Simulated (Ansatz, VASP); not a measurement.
Ti6H: VASP beside Ansatz

```
CELL_PARAMETERS angstrom
5.66395 0.00000 0.00000
0.00000 4.57935 0.00000
0.00000 0.00000 24.55069
ATOMIC_POSITIONS crystal
Ti 0.25000 0.00000 0.16293
Ti 0.75000 0.00000 0.16293
Ti 0.00000 0.50000 0.21677
Ti 0.50000 0.50000 0.21677
Ti 0.25000 0.00000 0.27062
Ti 0.75000 0.00000 0.27062
Ti 0.25000 0.50000 0.32566
Ti 0.75000 0.50000 0.32566
Ti 0.00000 0.00000 0.37797
Ti 0.50000 0.00000 0.37797
Ti 0.25000 0.50000 0.42975
Ti 0.75000 0.50000 0.42975
H 0.93379 0.00000 0.46112
H 0.06621 0.00000 0.46112
```

Alike in both runs: task single point; functional PBE; k mesh 5 × 6 × 1; occupations gaussian, width 0.1 eV; no spin polarisation.

```csv
,VASP,Ansatz
version,VASP 6.6.1,Ansatz 0.2.0
potentials or method,"VASP PAW PBE potentials, release 64 (Ti_sv, H), cutoff 520 eV","scalar-relativistic, plane waves, PAW"
valence electrons in the cell,146,146
```

```tsv
	VASP	Ansatz	Ansatz less VASP
gap on the k mesh at the Fermi level (eV)	none	none	-
rms of the force components (eV/Å)	0.633	0.638	+0.0055
```

Atom by atom the forces differ by 0.007 eV/Å (rms over components). A gap of «none» marks a metal or a gap that the smearing closes. Ansatz's warnings: vacuum below fermi, xc potential rough in thin density.
